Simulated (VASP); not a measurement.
# ZnAu (Pm-3m) in VASP: further runs

ZnAu is run at these levels: PBE; tasks: single point.

Everything below comes from runs of VASP 6.6.1. Logs are shortened: lines on timing, memory, paths and dates and some standing lists are left out, and cuts for length are marked.

## Step 1: The cell of the first run

It takes space group Pm-3m (No. 221, cubic). The conventional cell has a = 3.072 Å, b = 3.072 Å, c = 3.072 Å, α = 90.00°, β = 90.00°, γ = 90.00°. Zn (site symmetry m-3m) has 8 Au at 2.66 Å and 6 Zn at 3.07 Å within 3.5 Å. Au (site symmetry m-3m) has 8 Zn at 2.66 Å and 6 Au at 3.07 Å within 3.5 Å.

## Step 2: Single point, PBE (strained)

File INCAR:

```
  PREC = Accurate
  ENCUT = 520
  EDIFF = 1E-7
  ISMEAR = 0
  SIGMA = 0.1
  LREAL = F
  LASPH = T
  NELM = 100
  ALGO = Normal
  ISIF = 2
  LWAVE = F
  LCHARG = F
  GGA = PE
  NBANDS = 18
```

File KPOINTS:

```
regular mesh
0
Gamma
  14 14 14
```

File POSCAR:

```
ZnAu
1.0
    3.0717552300      0.0000000000      0.0000000000
    0.0000000000      3.0717552300      0.0000000000
    0.0000000000      0.0000000000      3.0717552300
Zn Au
1 1
Direct
    0.5000000000      0.5000000000      0.5000000000
    0.0000000000      0.0000000000      0.0000000000
```

Potentials or basis: VASP PAW PBE potentials, release 64 (Zn, Au).

Started as:

```
cat potpaw_PBE.64/Zn/POTCAR potpaw_PBE.64/Au/POTCAR > POTCAR
mpirun -np 1 vasp_std > vasp.out
```

OUTCAR:

```text
PREC = Accurate
   ENCUT = 520
   EDIFF = 1E-7
   ISMEAR = 0
   LREAL = F
   LASPH = T
   NELM = 100
   ISIF = 2
   GGA = PE

 ion  position               nearest neighbor table
   1  0.500  0.500  0.500-   2 2.66   2 2.66   2 2.66   2 2.66   2 2.66   2 2.66   2 2.66   2 2.66

   2  0.000  0.000  0.000-   1 2.66   1 2.66   1 2.66   1 2.66   1 2.66   1 2.66   1 2.66   1 2.66

  LATTYP: Found a simple cubic cell.
 ALAT       =     3.0717552300

  Lattice vectors:

 A1 = (   3.0717552300,   0.0000000000,   0.0000000000)
 A2 = (   0.0000000000,   3.0717552300,   0.0000000000)
 A3 = (   0.0000000000,   0.0000000000,   3.0717552300)

Analysis of symmetry for initial positions (statically):
=====================================================================
 Subroutine PRICEL returns:
 Original cell was already a primitive cell.

 Routine SETGRP: Setting up the symmetry group for a
 simple cubic supercell.

 Subroutine GETGRP returns: Found 48 space group operations
 (whereof 48 operations were pure point group operations)
 out of a pool of 48 trial point group operations.

The static configuration has the point symmetry O_h .

Analysis of symmetry for dynamics (positions and initial velocities):
=====================================================================
 Subroutine PRICEL returns:
 Original cell was already a primitive cell.

 Routine SETGRP: Setting up the symmetry group for a
 simple cubic supercell.

 Subroutine GETGRP returns: Found 48 space group operations
 (whereof 48 operations were pure point group operations)
 out of a pool of 48 trial point group operations.

The dynamic configuration has the point symmetry O_h .

 Subroutine INISYM returns: Found 48 space group operations
 (whereof 48 operations are pure point group operations),
 and found     1 'primitive' translations

----------------------------------------------------------------------------------------

                                     Primitive cell

  volume of cell :      28.9841

  direct lattice vectors                    reciprocal lattice vectors
     3.071755230  0.000000000  0.000000000     0.325546772  0.000000000  0.000000000
     0.000000000  3.071755230  0.000000000     0.000000000  0.325546772  0.000000000
     0.000000000  0.000000000  3.071755230     0.000000000  0.000000000  0.325546772

  length of vectors
     3.071755230  3.071755230  3.071755230     0.325546772  0.325546772  0.325546772

  position of ions in fractional coordinates (direct lattice)
     0.500000000  0.500000000  0.500000000
     0.000000000  0.000000000  0.000000000

  ion indices of the primitive-cell ions
   primitive index   ion index
                 1           1
                 2           2

----------------------------------------------------------------------------------------

 KPOINTS: regular mesh

Automatic generation of k-mesh.
 Grid dimensions read from file:
 generate k-points for:   14   14   14

 Generating k-lattice:

  Cartesian coordinates                     Fractional coordinates (reciprocal lattice)
     0.023253341  0.000000000  0.000000000     0.071428571  0.000000000  0.000000000
     0.000000000  0.023253341  0.000000000     0.000000000  0.071428571  0.000000000
     0.000000000  0.000000000  0.023253341     0.000000000  0.000000000  0.071428571

  Length of vectors
     0.023253341  0.023253341  0.023253341

  Shift w.r.t. Gamma in fractional coordinates (k-lattice)
     0.000000000  0.000000000  0.000000000

 Subroutine IBZKPT returns following result:
 ===========================================

 Found    120 irreducible k-points:

 Following reciprocal coordinates:
            Coordinates               Weight
  0.000000  0.000000  0.000000      1.000000
  0.071429  0.000000  0.000000      6.000000
  0.142857  0.000000  0.000000      6.000000
  0.214286  0.000000  0.000000      6.000000
  0.285714  0.000000  0.000000      6.000000
  0.357143  0.000000  0.000000      6.000000
[... 16 lines left out ...]
  0.285714  0.214286  0.000000     24.000000
  0.357143  0.214286  0.000000     24.000000
 [... further k-points ...]
   k-points           NKPTS =    120   k-points in BZ     NKDIM =    120   number of bands    NBANDS=     18
   number of dos      NEDOS =    301   number of ions     NIONS =      2
   total plane-waves  NPLWV =  13824
   dimension x,y,z NGX =    24 NGY =   24 NGZ =   24
   dimension x,y,z NGXF=    48 NGYF=   48 NGZF=   48
   ions per type =               1   1
   NGX,Y,Z   is equivalent  to a cutoff of  12.99, 12.99, 12.99 a.u.
   NGXF,Y,Z  is equivalent  to a cutoff of  25.98, 25.98, 25.98 a.u.
 SYSTEM =  unknown system
   PREC   = accura    normal or accurate (medium, high low for compatibility)
   ISTART =      0    job   : 0-new  1-cont  2-samecut
   ICHARG =      2    charge: 1-file 2-atom 10-const
   ISPIN  =      1    spin polarized calculation?
   LNONCOLLINEAR =      F non collinear calculations
   LSORBIT =      F    spin-orbit coupling
   LASPH  =      T    aspherical Exc in radial PAW
   ENCUT  =  520.0 eV  38.22 Ry    6.18 a.u.   5.71  5.71  5.71*2*pi/ulx,y,z
   NELM   =    100;   NELMIN=  2; NELMDL= -5     # of ELM steps
   EDIFF  = 0.1E-06   stopping-criterion for ELM
   LREAL  =      F    real-space projection
   EDIFFG = 0.1E-05   stopping-criterion for IOM
   NSW    =      0    number of steps for IOM
   IBRION =     -1    ionic relax: 0-MD 1-quasi-New 2-CG
   NFREE  =      0    steps in history (QN), initial steepest desc. (CG)
   ISIF   =      2    stress and relaxation
   ISYM   =      2    0-nonsym 1-usesym 2-fastsym
   POTIM  = 0.5000    time-step for ionic-motion
   TEBEG  =    0.0;   TEEND  =   0.0 temperature during run
   PSTRESS=    0.0 pullay stress
   NELECT =      23.0000    total number of electrons
   NUPDOWN=      -1.0000    fix difference up-down
   EMIN   =  10.00;   EMAX   =-10.00  energy-range for DOS
   EFERMI =   0.00;   METHOD = LEGACY
   ISMEAR =     0;   SIGMA  =   0.10  broadening in eV -4-tet -1-fermi 0-gaus
   EFERMI_NEDOS =   21; number of points for ismear=-14 and -15
   IALGO  =     38    algorithm
   IMIX   =      4    mixing-type and parameters
     AMIX     =   0.40;   BMIX     =  1.00
     AMIX_MAG =   1.60;   BMIX_MAG =  1.00
  volume/ion in A,a.u.               =      14.49        97.80
  Fermi-wavevector in a.u.,A,eV,Ry     =   1.515645  2.864154 31.255030  2.297180
  Thomas-Fermi vector in A             =   2.625141
   LORBIT       =      0    0 simple, 1 ext, 2 COOP (PROOUT), +10 PAW based schemes
   GGA     = PE    functional components
   LHFCALC =     F    Hartree Fock is set to
   AEXX    =    0.0000 exact exchange contribution
   IVDW    =     0    specifies the selected vdW correction
   LEPSILON=     F    determine dielectric tensor
   LRPA    =     F    only Hartree local field effects (RPA)
 non-spin polarized calculation
 Gauss-broadening in eV      SIGMA  =   0.10
  energy-cutoff  :      520.00
  volume of cell :       28.98
 maximum number of plane-waves:       804
 NGX is ok and might be reduce to    24
   NGX = 11   NGY = 11   NGZ = 11

 number of electron      22.9999980 magnetization

 Free energy of the ion-electron system (eV)
  ---------------------------------------------------
  ext. energy  EPLUGINS =         0.00000000
  ---------------------------------------------------
  free energy    TOTEN  =        -4.58050030 eV

  energy without entropy =       -4.57694499  energy(sigma->0) =       -4.57872264

 E-fermi :   8.0640     XC(G=0): -12.7986

 val. band max:        8.0249669205   @ k =   0.3571   0.2857   0.0714
 cond. band min:       8.0780160851   @ k =   0.4286   0.4286   0.3571
 fundamental gap:      0.0530491646
 Fermi energy:         8.0640474405

 k-point     1 :       0.0000    0.0000    0.0000
  band No.  band energies     occupation
      1      -3.2916      2.00000
      2      -0.4981      2.00000
      3      -0.4981      2.00000
      4       0.3853      2.00000
      5       0.3853      2.00000
      6       0.3853      2.00000
[... 10 lines left out ...]
     17      20.6973      0.00000
     18      26.6049      0.00000

 k-point     2 :       0.0714    0.0000    0.0000
  band No.  band energies     occupation
      1      -3.1952      2.00000
      2      -0.4729      2.00000
      3      -0.4647      2.00000
      4       0.3845      2.00000
      5       0.3845      2.00000
      6       0.3949      2.00000
[... 10 lines left out ...]
     17      21.1239      0.00000
     18      26.5755      0.00000

 k-point     3 :       0.1429    0.0000    0.0000
  band No.  band energies     occupation
      1      -2.9104      2.00000
      2      -0.3997      2.00000
      3      -0.3718      2.00000
      4       0.3829      2.00000
      5       0.3829      2.00000
      6       0.4220      2.00000
[... 10 lines left out ...]
     17      22.5180      0.00000
     18      26.5218      0.00000

 k-point     4 :       0.2143    0.0000    0.0000
  band No.  band energies     occupation
      1      -2.4519      2.00000
      2      -0.2868      2.00000
      3      -0.2398      2.00000
      4       0.3824      2.00000
      5       0.3824      2.00000
      6       0.4620      2.00000
[... 375 lines left out ...]
      4       0.2321      2.00000
      5       0.4158      2.00000
      6       0.5095      2.00000
[... 10 lines left out ...]
     17      24.0963      0.00000
     18      24.7762      0.00000

 k-point    23 :       0.2857    0.2143    0.0000
  band No.  band energies     occupation
      1      -1.2645      2.00000
      2      -0.1486      2.00000
      3       0.1560      2.00000
      4       0.1976      2.00000
      5       0.4736      2.00000
      6       0.5054      2.00000
[... 10 lines left out ...]
     17      23.7542      0.00000
     18      24.4102      0.00000

 k-point    24 :       0.3571    0.2143    0.0000
  band No.  band energies     occupation
      1      -0.8292      2.00000
      2      -0.1436      2.00000
      3       0.1882      2.00000
      4       0.2732      2.00000
      5       0.4123      2.00000
      6       0.7187      2.00000
[... 10 lines left out ...]
     17      23.0434      0.00000
     18      23.3095      0.00000

 [... further k-points ...]
[... 5 lines left out ...]
  --------------------------------------------------------------------------------------
  -------------------------------------------------------------------------------------
  Total        3.1682411      3.1682411      3.1682411     -0.0000000      0.0000000     -0.0000000
  in kB      175.1334030    175.1334030    175.1334030     -0.0000000      0.0000000     -0.0000000
  external PRESSURE =     175.1334030 kB  Pullay stress =       0.0000000 kB

 VOLUME and BASIS-vectors are now :
 -----------------------------------------------------------------------------
  energy-cutoff  :      520.00
  volume of cell :       28.98
      direct lattice vectors                 reciprocal lattice vectors
     3.071755230  0.000000000  0.000000000     0.325546772  0.000000000  0.000000000
     0.000000000  3.071755230  0.000000000     0.000000000  0.325546772  0.000000000
     0.000000000  0.000000000  3.071755230     0.000000000  0.000000000  0.325546772

 POSITION                                       TOTAL-FORCE (eV/Angst)
 -----------------------------------------------------------------------------------
      1.53588      1.53588      1.53588         0.000000      0.000000      0.000000
      0.00000      0.00000      0.00000         0.000000      0.000000      0.000000
 -----------------------------------------------------------------------------------
    total drift:                                0.000000      0.000000     -0.000000

  FREE ENERGIE OF THE ION-ELECTRON SYSTEM (eV)
  ---------------------------------------------------
  free  energy   TOTEN  =        -4.5805003005 eV

  energy  without entropy=       -4.5769449853  energy(sigma->0) =       -4.57872264
```

Wall time 13 s (1 thread of Intel Xeon 6975P-C (Granite Rapids), shared host); peak memory 0.19 GiB.

Results:

```
Free energy            : -4.5805 eV
Pressure               : 17.5 GPa
Band gap on the k mesh : zero (an odd number of electrons rules out a gap without spin polarisation)
```

Caveat: the cell differs from its parent crystal (strained); the cell stands under pressure; spin-orbit coupling is left out, which moves the levels of the heavy elements.

(Continued in part 2 of 2.)

The gap in the log of VASP goes by the Fermi energy; the results here count the filled bands.